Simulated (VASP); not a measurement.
# HfB (Fm-3m) in VASP: notebook, part 2 of 2

VASP 6.6.1. Earlier steps stand in the parts before.

### 4 Single point, PBE (strain +0.015 along x and y, +0.015 along z)

File INCAR:

```
SYSTEM = HfB
  ALGO = Normal
  EDIFF = 1E-6
  ENCUT = 520
  GGA = PE
  ISIF = 2
  ISMEAR = 0
  LASPH = .TRUE.
  LCHARG = .FALSE.
  LREAL = .FALSE.
  LWAVE = .FALSE.
  NBANDS = 14
  NELM = 60
  PREC = Accurate
  SIGMA = 0.15
```

File KPOINTS:

```
k-points
0
G
  18 18 18
  0 0 0
```

File POSCAR:

```
HfB
1.0
    0.0000000000      2.3446500000      2.3446500000
    2.3446500000      0.0000000000      2.3446500000
    2.3446500000      2.3446500000      0.0000000000
Hf B
1 1
Direct
    0.5000000000      0.5000000000      0.5000000000
    0.0000000000      0.0000000000      0.0000000000
```

Potentials or basis: VASP PAW PBE potentials, release 64 (Hf_pv, B).

Command:

```
$ cat potpaw_PBE.64/Hf_pv/POTCAR potpaw_PBE.64/B/POTCAR > POTCAR
$ mpirun -np 1 vasp_std > vasp.out
```

OUTCAR:

```text
SYSTEM = HfB
   EDIFF = 1E-6
   ENCUT = 520
   GGA = PE
   ISIF = 2
   ISMEAR = 0
   LASPH = .TRUE.
   LREAL = .FALSE.
   NELM = 60
   PREC = Accurate

 ion  position               nearest neighbor table
   1  0.500  0.500  0.500-   2 2.34   2 2.34   2 2.34   2 2.34   2 2.34   2 2.34
   2  0.000  0.000  0.000-   1 2.34   1 2.34   1 2.34   1 2.34   1 2.34   1 2.34

  LATTYP: Found a face centered cubic cell.
 ALAT       =     4.6893000000

  Lattice vectors:

[... 597 lines left out ...]

  FORCE on cell =-STRESS in cart. coord.  units (eV):
  Direction    XX          YY          ZZ          XY          YZ          ZX
  --------------------------------------------------------------------------------------
  -------------------------------------------------------------------------------------
  Total        3.0496849      3.0496849      3.0496849     -0.0000000     -0.0000000      0.0000000
  in kB      189.5402663    189.5402663    189.5402663     -0.0000000     -0.0000000      0.0000000
  external PRESSURE =     189.5402663 kB  Pullay stress =       0.0000000 kB

 VOLUME and BASIS-vectors are now :
 -----------------------------------------------------------------------------
  energy-cutoff  :      520.00
  volume of cell :       25.78
      direct lattice vectors                 reciprocal lattice vectors
     0.000000000  2.344650000  2.344650000    -0.213251445  0.213251445  0.213251445
     2.344650000  0.000000000  2.344650000     0.213251445 -0.213251445  0.213251445
     2.344650000  2.344650000  0.000000000     0.213251445  0.213251445 -0.213251445

 POSITION                                       TOTAL-FORCE (eV/Angst)
 -----------------------------------------------------------------------------------
      2.34465      2.34465      2.34465         0.000000      0.000000      0.000000
      0.00000      0.00000      0.00000        -0.000000     -0.000000     -0.000000
 -----------------------------------------------------------------------------------
    total drift:                                0.000000      0.000000      0.000000

  FREE ENERGIE OF THE ION-ELECTRON SYSTEM (eV)
  ---------------------------------------------------
  free  energy   TOTEN  =       -17.3301405097 eV

  energy  without entropy=      -17.3180747328  energy(sigma->0) =      -17.32410762
```

stdout:

```text
POSCAR found type information on POSCAR HfB
 POSCAR found :  2 types and       2 ions
 scaLAPACK will be used
 LDA part: xc-table for (Slater+PW92), standard interpolation
 POSCAR, INCAR and KPOINTS ok, starting setup
 FFT: planning ... GRIDC
 FFT: planning ... GRID_SOFT
 FFT: planning ... GRID
 WAVECAR not read
 entering main loop
```

Wall time 85 s (1 thread of Intel Xeon 8259CL, shared host); peak memory 0.22 GiB.

What came out:

* Free energy: -17.3301 eV
* Pressure: 19.0 GPa
* Band gap on the k mesh: zero (an odd number of electrons rules out a gap without spin polarisation)

Caveat: the cell differs from its parent crystal (strain +0.015 along x and y, +0.015 along z); the cell stands under pressure; spin-orbit coupling is left out, which moves the levels of the heavy elements.

### 5 Single point, PBE (strain +0.030 along x and y, +0.030 along z)

File INCAR:

```
SYSTEM = HfB
ALGO = Normal
EDIFF = 1E-6
ENCUT = 520
GGA = PE
ISIF = 2
ISMEAR = 0
LASPH = .TRUE.
LCHARG = .FALSE.
LREAL = .FALSE.
LWAVE = .FALSE.
NBANDS = 14
NELM = 60
PREC = Accurate
SIGMA = 0.15
```

KPOINTS is that of step 4.

File POSCAR:

```
HfB
1.0
    0.0000000000      2.3793000000      2.3793000000
    2.3793000000      0.0000000000      2.3793000000
    2.3793000000      2.3793000000      0.0000000000
Hf B
1 1
Direct
    0.5000000000      0.5000000000      0.5000000000
    0.0000000000      0.0000000000      0.0000000000
```

Potentials or basis: VASP PAW PBE potentials, release 64 (Hf_pv, B).

Command:

```
$ cat potpaw_PBE.64/Hf_pv/POTCAR potpaw_PBE.64/B/POTCAR > POTCAR
$ mpirun -np 1 vasp_std > vasp.out
```

OUTCAR:

```text
SYSTEM = HfB
   EDIFF = 1E-6
   ENCUT = 520
   GGA = PE
   ISIF = 2
   ISMEAR = 0
   LASPH = .TRUE.
   LREAL = .FALSE.
   NELM = 60
   PREC = Accurate

 ion  position               nearest neighbor table
   1  0.500  0.500  0.500-   2 2.38   2 2.38   2 2.38   2 2.38   2 2.38   2 2.38
   2  0.000  0.000  0.000-   1 2.38   1 2.38   1 2.38   1 2.38   1 2.38   1 2.38

  LATTYP: Found a face centered cubic cell.
 ALAT       =     4.7586000000

  Lattice vectors:

[... 597 lines left out ...]

  FORCE on cell =-STRESS in cart. coord.  units (eV):
  Direction    XX          YY          ZZ          XY          YZ          ZX
  --------------------------------------------------------------------------------------
  -------------------------------------------------------------------------------------
  Total        1.5211363      1.5211363      1.5211363      0.0000000      0.0000000      0.0000000
  in kB       90.4692723     90.4692723     90.4692723      0.0000000      0.0000000      0.0000000
  external PRESSURE =      90.4692723 kB  Pullay stress =       0.0000000 kB

 VOLUME and BASIS-vectors are now :
 -----------------------------------------------------------------------------
  energy-cutoff  :      520.00
  volume of cell :       26.94
      direct lattice vectors                 reciprocal lattice vectors
     0.000000000  2.379300000  2.379300000    -0.210145841  0.210145841  0.210145841
     2.379300000  0.000000000  2.379300000     0.210145841 -0.210145841  0.210145841
     2.379300000  2.379300000  0.000000000     0.210145841  0.210145841 -0.210145841

 POSITION                                       TOTAL-FORCE (eV/Angst)
 -----------------------------------------------------------------------------------
      2.37930      2.37930      2.37930         0.000000      0.000000      0.000000
      0.00000      0.00000      0.00000         0.000000     -0.000000     -0.000000
 -----------------------------------------------------------------------------------
    total drift:                                0.000000      0.000000      0.000000

  FREE ENERGIE OF THE ION-ELECTRON SYSTEM (eV)
  ---------------------------------------------------
  free  energy   TOTEN  =       -17.4308712229 eV

  energy  without entropy=      -17.4182998205  energy(sigma->0) =      -17.42458552
```

Wall time 1.9 min (1 thread of Intel Xeon 8259CL, shared host); peak memory 0.22 GiB.

Results:

| Item | Value |
| --- | --- |
| Free energy | -17.4309 eV |
| Pressure | 9.0 GPa |
| Band gap on the k mesh | zero (an odd number of electrons rules out a gap without spin polarisation) |

Caveat: the cell differs from its parent crystal (strain +0.030 along x and y, +0.030 along z); the cell stands under pressure; spin-orbit coupling is left out, which moves the levels of the heavy elements.

### 6 The runs side by side

```csv
cell,gap on the mesh (eV),pressure (GPa)
"a = 3.169 Å, angles 60.0°, 2 atoms",none,61.0
"a = 3.218 Å, angles 60.0°, 2 atoms",none,44.6
"a = 3.316 Å, angles 60.0°, 2 atoms",none,19.0
"a = 3.365 Å, angles 60.0°, 2 atoms",none,9.0
```

Alike in all rows: task single point; level PBE; potentials or basis VASP PAW PBE potentials, release 64 (Hf_pv, B); no spin polarisation; k mesh 18 × 18 × 18; cutoff (eV) 520; smearing gaussian 0.15 eV.

Caveats: the cell stands under pressure; spin-orbit coupling is left out, which moves the levels of the heavy elements.

Total energies depend on the potentials used, so only differences within one code and one set of settings carry meaning.
